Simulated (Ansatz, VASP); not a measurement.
Two plane-wave programs on V2N3

The input INCAR:

```
ALGO     = Normal         # electronic algorithm
EDIFF    = 1E-6           # SCF threshold, eV
ENCUT    = 520            # plane-wave cutoff, eV
GGA      = PS             # functional
ISIF     = 2              # what is computed and relaxed
ISMEAR   = 0              # smearing method
LASPH    = True           # aspherical terms in the spheres
LCHARG   = True           # write CHGCAR
LELF     = True           # ELF
LREAL    = False          # projectors in reciprocal space
LVHAR    = True         
LWAVE    = False          # write WAVECAR
NBANDS   = 28             # bands
NELM     = 60             # most SCF steps
PREC     = Accurate       # precision mode
SIGMA    = 0.15           # smearing width, eV
```

File KPOINTS:

```
k-points
0
Gamma
  18 18 8
```

File POSCAR:

```
V2N3
1.0
    2.7797869938      0.0000000000      0.0000000000
   -1.3898934969      2.4073661537      0.0000000000
    0.0000000000      0.0000000000      6.1963538749
V N
2 3
Direct
    0.6666666667      0.3333333333      0.3021155180
    0.3333333333      0.6666666667      0.6978844820
    0.0000000000      0.0000000000      0.4838614769
    0.0000000000      0.0000000000      0.0913013884
    0.0000000000      0.0000000000      0.8764215654
```

Input for Ansatz:

```yaml
crystal:
  lattice:
    - [2.7797869938, 0.0, 0.0]
    - [-1.3898934969, 2.4073661537, 0.0]
    - [0.0, 0.0, 6.1963538749]
  atoms:
    - { symbol: V, position: [0.6666666667, 0.3333333333, 0.302115518] }
    - { symbol: V, position: [0.3333333333, 0.6666666667, 0.697884482] }
    - { symbol: "N", position: [0.0, 0.0, 0.4838614769] }
    - { symbol: "N", position: [0.0, 0.0, 0.0913013884] }
    - { symbol: "N", position: [0.0, 0.0, 0.8764215654] }
basis:
  ecutwfc: 420
kpoints:
  mp_grid: { grid: [18, 18, 8] }
hamiltonian:
  xc: pbesol
scf:
  occupations: { method: gaussian, width: 0.15 }
output:
  forces: true
  stress: true
  eigenvalues: true
  write_density: true
  write_potential: true
  elf: true
  volumetric_format: npy
```

Change from the starting cell: all N atoms moved -0.100 Å, as atom 3 along Cartesian [0 0 1].

Alike in both runs: task single point; functional PBEsol; k mesh 18 × 18 × 8; occupations gaussian, width 0.15 eV; no spin polarisation.

|  | VASP | Ansatz |
| --- | --- | --- |
| version | VASP 6.6.1 | Ansatz 0.2.0 |
| potentials or method | VASP PAW PBE potentials, release 64 (V_sv, N), cutoff 520 eV | scalar-relativistic, plane waves, PAW |
| valence electrons in the cell | 41 | 41 |

```tsv
	VASP	Ansatz	Ansatz less VASP
gap on the k mesh at the Fermi level (eV)	none	none	-
pressure (GPa)	3.4	2.6	-0.79
traceless stress, the component that is largest in VASP (GPa)	-1.03	-1.45	-0.420
rms of the force components (eV/Å)	1.316	1.310	-0.0053
```

VASP's potentials were made for PBE, not for PBEsol. Atom by atom the forces differ by 0.026 eV/Å (rms over components). A gap of «none» marks a metal or a gap that the smearing closes.
